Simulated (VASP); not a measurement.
A run of VASP 6.6.1 is set up as follows.

The input POSCAR:

```
GdAg
1.0
   -3.6438706300      0.0000000000     -3.6438706300
    0.0000000000     -3.6438706300      0.0000000000
   -3.6438706300      0.0000000000      3.6438706300
Ag Gd
2 2
Direct
    0.0000000000      0.0000000000      0.0000000000
    0.5000000000      0.0000000000      0.5000000000
    0.0000000000      0.5000000000      0.5000000000
    0.5000000000      0.5000000000      0.0000000000
```

File INCAR.step1:

```
SYSTEM = GdAg
PREC = Accurate
ENCUT = 520
ISMEAR = -1
SIGMA = 0.1
LREAL = .False.
LASPH = .True.
NELM = 150
ISPIN = 2
MAGMOM = 0.04 0.04 7.98 7.98
LMAXMIX = 6
NBANDS = 41
GGA = PE
ALGO = Normal
EDIFF = 1E-4
LWAVE = .True.
LCHARG = .False.
```

Contents of INCAR.step2:

```
SYSTEM = GdAg
PREC = Accurate
ENCUT = 520
EDIFF = 1E-6
ISMEAR = -1
SIGMA = 0.1
LREAL = .False.
LASPH = .True.
NELM = 150
ALGO = Normal
ISIF = 2
LWAVE = .False.
LCHARG = .False.
ISPIN = 2
MAGMOM = 0.04 0.04 7.98 7.98
LORBIT = 11
LMAXMIX = 6
METAGGA = R2SCAN
LMIXTAU = .True.
NBANDS = 41
ISTART = 1
```

The input KPOINTS:

```
Automatic mesh
0
Gamma
  4 5 4
  0 0.5 0
```

Potentials or basis: VASP PAW PBE potentials, release 64 (Ag, Gd).

The run is started by

```console
$ cat potpaw_PBE.64/Ag/POTCAR potpaw_PBE.64/Gd/POTCAR > POTCAR
$ cp INCAR.step1 INCAR
$ mpirun -np 1 vasp_std > vasp.out
$ cp INCAR.step2 INCAR
$ mpirun -np 1 vasp_std > vasp.out
```

**Question.** Estimate the net moment.

**Answer.** 15.05 μB per cell.

**Question.** Estimate the pressure.

**Answer.** 0.4 GPa.

**Question.** What does it give for the site moments?

**Answer.** Ag +0.02; Gd +6.95 μB.

Stress tensor (GPa, compression positive):
```
 0.62  0.00  0.00
 0.00 -0.07  0.00
 0.00  0.00  0.62
```

Caveat: the PAW data sets were made with another functional, which shifts forces and pressure a little. The state reached can hang on the start; a lower one may exist.
